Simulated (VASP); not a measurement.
# GaSb in VASP: notebook, part 2 of 2

VASP 6.6.1. The steps go on from the part before.

## (4) Single point, PBEsol (strain -0.025 along x and y, +0.025 along z)

INCAR reads:

```
SYSTEM = GaSb
PREC     = Accurate       ! precision mode
ENCUT    = 520            ! plane-wave cutoff, eV
EDIFF    = 1E-7           ! SCF threshold, eV
ISMEAR   = 0              ! smearing method
SIGMA    = 0.15           ! smearing width, eV
LREAL    = .FALSE.        ! projectors in reciprocal space
LASPH    = .TRUE.         ! aspherical terms in the spheres
NELM     = 100            ! most SCF steps
ALGO     = Normal         ! electronic algorithm
ISIF     = 2              ! what is computed and relaxed
LWAVE    = .FALSE.        ! write WAVECAR
LCHARG   = .FALSE.        ! write CHGCAR
GGA      = PS             ! functional
NBANDS   = 16             ! bands
```

KPOINTS reads:

```
regular mesh
0
G
  18 18 18
  0 0 0
```

POSCAR reads:

```
GaSb
1.0
    0.0000000000      2.9792237448      3.1320044496
    2.9792237448      0.0000000000      3.1320044496
    2.9792237448      2.9792237448      0.0000000000
Ga Sb
1 1
Direct
    0.0000000000      0.0000000000      0.0000000000
    0.7500000000      0.7500000000      0.7500000000
```

Potentials or basis: VASP PAW PBE potentials, release 64 (Ga_d, Sb).

Started as:

```
cat potpaw_PBE.64/Ga_d/POTCAR potpaw_PBE.64/Sb/POTCAR > POTCAR
mpirun -np 1 vasp_std > vasp.out
```

OUTCAR:

```text
SYSTEM = GaSb
   PREC = Accurate
   ENCUT = 520
   EDIFF = 1E-7
   ISMEAR = 0
   LREAL = .FALSE.
   LASPH = .TRUE.
   NELM = 100
   ISIF = 2
   GGA = PS

 ion  position               nearest neighbor table
   1  0.000  0.000  0.000-   2 2.62   2 2.62   2 2.62   2 2.62
   2  0.750  0.750  0.750-   1 2.62   1 2.62   1 2.62   1 2.62

  LATTYP: Found a body centered tetragonal cell.
 ALAT       =     4.2132586252
 C/A-ratio  =     1.4867373348

  Lattice vectors:

 A1 = (  -2.9792237448,   0.0000000000,   3.1320044496)
 A2 = (   2.9792237448,   0.0000000000,   3.1320044496)
 A3 = (   0.0000000000,   2.9792237448,  -3.1320044496)

Analysis of symmetry for initial positions (statically):
=====================================================================
 Subroutine PRICEL returns:
 Original cell was already a primitive cell.

 Routine SETGRP: Setting up the symmetry group for a
 body centered tetragonal supercell.

 Subroutine GETGRP returns: Found  8 space group operations
 (whereof  8 operations were pure point group operations)
[... 157 lines left out ...]
  ---------------------------------------------------
  ext. energy  EPLUGINS =         0.00000000
  ---------------------------------------------------
  free energy    TOTEN  =        -8.13485220 eV

  energy without entropy =       -8.13469609  energy(sigma->0) =       -8.13477414

 E-fermi :   5.2442     XC(G=0):  -9.3974

 val. band max:        5.2140258885   @ k =   0.0000   0.0000   0.0000
 cond. band min:       5.4041842051   @ k =   0.5000   0.0000   0.0000
 fundamental gap:      0.1901583166
 Fermi energy:         5.2441993559

 k-point     1 :       0.0000    0.0000    0.0000
  band No.  band energies     occupation
      1     -10.0273      2.00000
      2     -10.0210      2.00000
      3     -10.0210      2.00000
      4      -9.9706      2.00000
      5      -9.9666      2.00000
      6      -6.6738      2.00000
[... 433 lines left out ...]
      3     -10.0151      2.00000
      4      -9.9723      2.00000
      5      -9.9660      2.00000
      6      -6.0400      2.00000
[... 8 lines left out ...]
     15      12.3283      0.00000
     16      13.1316      0.00000

 [... further k-points ...]
[... 5 lines left out ...]
  --------------------------------------------------------------------------------------
  -------------------------------------------------------------------------------------
  Total        0.8053687      0.8053687     -0.0441239      0.0000000      0.0000000      0.0000000
  in kB       23.2084810     23.2084810     -1.2715281      0.0000000      0.0000000      0.0000000
  external PRESSURE =      15.0484780 kB  Pullay stress =       0.0000000 kB

 VOLUME and BASIS-vectors are now :
 -----------------------------------------------------------------------------
  energy-cutoff  :      520.00
  volume of cell :       55.60
      direct lattice vectors                 reciprocal lattice vectors
     0.000000000  2.979223745  3.132004450    -0.167828952  0.167828952  0.159642174
     2.979223745  0.000000000  3.132004450     0.167828952 -0.167828952  0.159642174
     2.979223745  2.979223745  0.000000000     0.167828952  0.167828952 -0.159642174

 POSITION                                       TOTAL-FORCE (eV/Angst)
 -----------------------------------------------------------------------------------
      0.00000      0.00000      0.00000        -0.000000     -0.000000     -0.000000
      4.46884      4.46884      4.69801         0.000000      0.000000      0.000000
 -----------------------------------------------------------------------------------
    total drift:                               -0.000000     -0.000000     -0.000001

  FREE ENERGIE OF THE ION-ELECTRON SYSTEM (eV)
  ---------------------------------------------------
  free  energy   TOTEN  =        -8.1348521953 eV

  energy  without entropy=       -8.1346960886  energy(sigma->0) =       -8.13477414
```

OSZICAR:

```text
N       E                     dE             d eps       ncg     rms          rms(c)
DAV:   1     0.827872909280E+02    0.82787E+02   -0.86050E+03 15624   0.140E+03
DAV:   2    -0.165383186894E+01   -0.84441E+02   -0.81172E+02 18136   0.304E+02
DAV:   3    -0.812156337350E+01   -0.64677E+01   -0.64516E+01 18312   0.655E+01
DAV:   4    -0.823813048688E+01   -0.11657E+00   -0.11655E+00 19616   0.993E+00
DAV:   5    -0.824077366363E+01   -0.26432E-02   -0.26431E-02 19488   0.132E+00    0.324E+00
DAV:   6    -0.816243972418E+01    0.78334E-01   -0.85163E-02 21320   0.503E+00    0.190E+00
DAV:   7    -0.813453667513E+01    0.27903E-01   -0.45373E-02 19384   0.192E+00    0.371E-01
DAV:   8    -0.813458697242E+01   -0.50297E-04   -0.49121E-03 20096   0.836E-01    0.111E-01
DAV:   9    -0.813485514969E+01   -0.26818E-03   -0.46233E-04 18152   0.165E-01    0.423E-02
DAV:  10    -0.813484399087E+01    0.11159E-04   -0.19944E-05 20088   0.376E-02    0.127E-02
DAV:  11    -0.813485216593E+01   -0.81751E-05   -0.11870E-05 18512   0.242E-02    0.470E-03
DAV:  12    -0.813485219528E+01   -0.29344E-07   -0.43869E-07 20416   0.630E-03
   1 F= -.81348522E+01 E0= -.81347741E+01  d E =-.156107E-03
```

stdout:

```text
POSCAR found type information on POSCAR GaSb
 POSCAR found :  2 types and       2 ions
 scaLAPACK will be used
 -----------------------------------------------------------------------------
|                                                                             |
|                                                                             |
|     You enforced a specific xc type in the INCAR file but a different       |
|     I HOPE YOU KNOW WHAT YOU ARE DOING!                                     |
|                                                                             |
 -----------------------------------------------------------------------------

 LDA part: xc-table for (Slater+PW92), standard interpolation
 POSCAR, INCAR and KPOINTS ok, starting setup
 FFT: planning ... GRIDC
 FFT: planning ... GRID_SOFT
 FFT: planning ... GRID
 WAVECAR not read
 entering main loop
```

It took 2.7 min on 1 thread of AMD EPYC 9R45 (Zen 5), shared host; peak memory 0.51 GiB.

What came out:

```yaml
Free_energy: -8.1349 eV
Pressure: 1.5 GPa
```

Caveat: the cell differs from its parent crystal (strain -0.025 along x and y, +0.025 along z); the PAW data sets were made with another functional, which shifts forces and pressure a little; spin-orbit coupling is left out, which moves the levels of the heavy elements.

## (5) Summary

```csv
cell,pressure (GPa)
"a = 4.213 Å, angles 60.0°, 2 atoms",4.8
"a = 4.268, b = 4.268, c = 4.321 Å, angles 59.6, 59.6, 60.8°, 2 atoms",1.5
"a = 4.323, b = 4.323, c = 4.213 Å, angles 60.8, 60.8, 58.3°, 2 atoms",1.5
```

Alike in all rows: task single point; level PBEsol; potentials or basis VASP PAW PBE potentials, release 64 (Ga_d, Sb); no spin polarisation; k mesh 18 × 18 × 18; cutoff (eV) 520; smearing gaussian 0.15 eV.

Caveats: the PAW data sets were made with another functional, which shifts forces and pressure a little; spin-orbit coupling is left out, which moves the levels of the heavy elements; the cell stands under pressure (at least some runs).

Absolute energies hang on the potentials; compare differences alone.
